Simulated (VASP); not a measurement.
Si2Ni:

```
CELL_PARAMETERS angstrom
0.00000 2.70300 2.70300
2.70300 0.00000 2.70300
2.70300 2.70300 0.00000
ATOMIC_POSITIONS crystal
Ni 0.00000 0.00000 0.00000
Si 0.75000 0.75000 0.75000
Si 0.25000 0.25000 0.25000
```

Base run:

```yaml
Program: VASP 6.6.1
Functional: revPBE
Potentials_or_basis: VASP PAW PBE potentials, release 64 (Ni, Si)
Cutoff: 520 eV
k_mesh: 9 × 9 × 9
Occupations: fermi-dirac, width 0.05 eV
Spin: collinear spin, ferromagnetic start
Starting_moments: "[1.0, 0.0, 0.0] μB"
```

Its results: band gap on the k mesh zero (filled and empty bands overlap); pressure 5.5 GPa; net moment 0.00 μB per cell.

**Question.** After a change of settings the same cell gave: band gap on the k mesh zero (filled and empty bands overlap); pressure 3.9 GPa; net moment 0.00 μB per cell. Which change was it?
A. functional from revPBE to PBEsol
B. functional from revPBE to PBE; occupations from fermi-dirac, width 0.05 eV to gaussian, width 0.029 eV
C. k mesh from 9 × 9 × 9 to 5 × 5 × 5
D. functional from revPBE to r2SCAN; further incar settings from ALGO = Normal; EDIFF = 1e-07; NBANDS = 20 to ALGO = Normal; EDIFF = 1e-06; NBANDS = 20

**Answer.** B.

Caveats: the PAW data sets were made with another functional, which shifts forces and pressure a little (some runs).
